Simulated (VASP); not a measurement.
A run of VASP 6.6.1 is set up as follows.

Contents of INCAR:

```
SYSTEM = Ag
PREC = Accurate
ENCUT = 520
EDIFF = 1E-6
ISMEAR = 0
SIGMA = 0.15
LREAL = .FALSE.
LASPH = .TRUE.
NELM = 80
ALGO = Fast
ISIF = 2
LWAVE = .FALSE.
LCHARG = .FALSE.
GGA = PS
NBANDS = 18
```

KPOINTS

```
Automatic mesh
0
G
  24 24 14
  0 0 0
```

File POSCAR:

```
Ag
1.0
    2.8670626684      0.0000000000      0.0000000000
   -1.4335313342      2.4829491051      0.0000000000
    0.0000000000      0.0000000000      5.0659721232
Ag
2
Direct
    0.3333333333      0.6666666667      0.2500000000
    0.6666666667      0.3333333333      0.7500000000
```

Potentials or basis: VASP PAW PBE potentials, release 64 (Ag).

The run is started by

```bash
$ cat potpaw_PBE.64/Ag/POTCAR > POTCAR
$ mpirun -np 1 vasp_std > vasp.out
```

What does it give for the band gap on the k mesh?

Zero (bands 11 and 12 overlap by 7.58 eV).

Predict the pressure.

-6.8 GPa.

Stress tensor (GPa, compression positive):
```
 -4.87   0.00   0.00
  0.00  -4.87   0.00
  0.00   0.00 -10.73
```

Caveat: the cell differs from its parent crystal (strain +0.000 along x and y, +0.080 along z); the stress differs along the axes, from -11 to -5 GPa; the PAW data sets were made with another functional, which shifts forces and pressure a little.
